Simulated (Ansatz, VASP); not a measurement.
**One calculation of Hf, two programs**

```
CELL_PARAMETERS angstrom
3.18601 0.00000 0.00000
-1.59300 2.75916 0.00000
0.00000 0.00000 5.04088
ATOMIC_POSITIONS crystal
Hf 0.33333 0.66667 0.25000
Hf 0.66667 0.33333 0.75000
```

Change from the starting cell: volume scaled by 0.99.

Alike in both runs: task single point; functional PBEsol; k mesh 13 × 13 × 7; occupations fermi-dirac, width 0.05 eV; no spin polarisation.

```csv
,VASP,Ansatz
version,VASP 6.6.1,Ansatz 0.2.0
potentials or method,"VASP PAW PBE potentials, release 64 (Hf_pv), cutoff 520 eV","all-electron LAPW, scalar-relativistic"
```

Ansatz gave:

| Property | Result |
| --- | --- |
| pressure (GPa) | -2.7 |
| traceless stress, the component that is largest in VASP (GPa) | -0.09 |

Task: Which values does VASP return?

Result: Pressure (GPa): -3.1; traceless stress, the component that is largest in VASP (GPa): -0.17.

VASP's potentials were made for PBE, not for PBEsol. Ansatz ran all-electron here, and VASP with PAW potentials.

Neither program's run includes spin-orbit coupling.
